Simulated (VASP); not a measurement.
Set up this calculation in VASP 6.6.1, as the native input.

* Task: electric field gradients
* Functional: PBE
* Potentials or basis: VASP PAW PBE potentials, release 64 (Hf_pv, C)
* Cutoff: 520 eV
* k mesh: 13 × 13 × 13
* Occupations: fermi-dirac, width 0.05 eV
* Spin: no spin polarisation
* Dipole correction: no
* Further INCAR settings: ALGO = Normal; EDIFF = 1e-08; NBANDS = 14

The structure of HfC lies in POSCAR:

```
HfC
1.0
    0.0000000000      1.9543505901      1.9543505901
    1.9543505901      0.0000000000      1.9543505901
    1.9543505901      1.9543505901      0.0000000000
Hf C
1 1
Direct
    0.0000000000      0.0000000000      0.0000000000
    0.5000000000      0.5000000000      0.5000000000
```

This cell differs from its parent crystal: volume scaled by 0.6.

These files were run (other wordings do the same):

INCAR

```
SYSTEM = HfC
PREC     = Accurate       ! precision mode
ENCUT    = 520            ! plane-wave cutoff, eV
EDIFF    = 1E-8           ! SCF threshold, eV
ISMEAR   = -1             ! smearing method
SIGMA    = 0.05           ! smearing width, eV
LREAL    = .FALSE.        ! projectors in reciprocal space
LASPH    = .TRUE.         ! aspherical terms in the spheres
NELM     = 60             ! most SCF steps
ALGO     = Normal         ! electronic algorithm
ISIF     = 2              ! what is computed and relaxed
LWAVE    = .FALSE.        ! write WAVECAR
LCHARG   = .FALSE.        ! write CHGCAR
GGA      = PE             ! functional
LEFG     = .TRUE.       
NBANDS   = 14             ! bands
```

KPOINTS

```
Automatic mesh
0
G
  13 13 13
  0 0 0
```

Potentials or basis: VASP PAW PBE potentials, release 64 (Hf_pv, C).

Command:

```console
$ cat potpaw_PBE.64/Hf_pv/POTCAR potpaw_PBE.64/C/POTCAR > POTCAR
$ mpirun -np 1 vasp_std > vasp.out
```

It gave:

| Quantity | Value |
| --- | --- |
| Pressure | 345.8 GPa |
| Band gap on the k mesh | zero (band 7 reaches 11.91 eV, above the bottom of band 8 at 10.38 eV) |

Caveat: without QUAD_EFG the Cq values of the log hold for a quadrupole moment of 1 mb, not for the nuclei; spin-orbit coupling is left out, which moves the levels of the heavy elements.

Run time: 29 s on 1 thread of Intel Xeon 8259CL (shared host), peak memory 0.15 GiB.
